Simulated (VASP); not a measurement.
Here is a VASP 6.6.1 calculation.

Contents of INCAR:

```
SYSTEM = Pd
  PREC = Accurate
  ENCUT = 520
  EDIFF = 1E-6
  ISMEAR = -1
  SIGMA = 0.05
  LREAL = .FALSE.
  LASPH = .TRUE.
  NELM = 80
  ALGO = Normal
  ISIF = 2
  LWAVE = .FALSE.
  LCHARG = .FALSE.
  NBANDS = 11
```

File KPOINTS:

```
Automatic mesh
0
G
  12 12 12
  0 0 0
```

File POSCAR:

```
Pd
1.0
   -1.5401846266      1.5401846266      1.5401846266
    1.5401846266     -1.5401846266      1.5401846266
    1.5401846266      1.5401846266     -1.5401846266
Pd
1
Direct
    0.0000000000      0.0000000000      0.0000000000
```

Potentials or basis: VASP PAW LDA potentials, release 64 (Pd).

The run is started by

```bash
$ cat potpaw_LDA.64/Pd/POTCAR > POTCAR
$ mpirun -np 1 vasp_std > vasp.out
```

**Question.** What does it give for the band gap on the k mesh?

**Answer.** Zero (band 5 reaches 10.38 eV, above the bottom of band 6 at 8.66 eV).

**Question.** Predict the pressure.

**Answer.** -5.0 GPa.
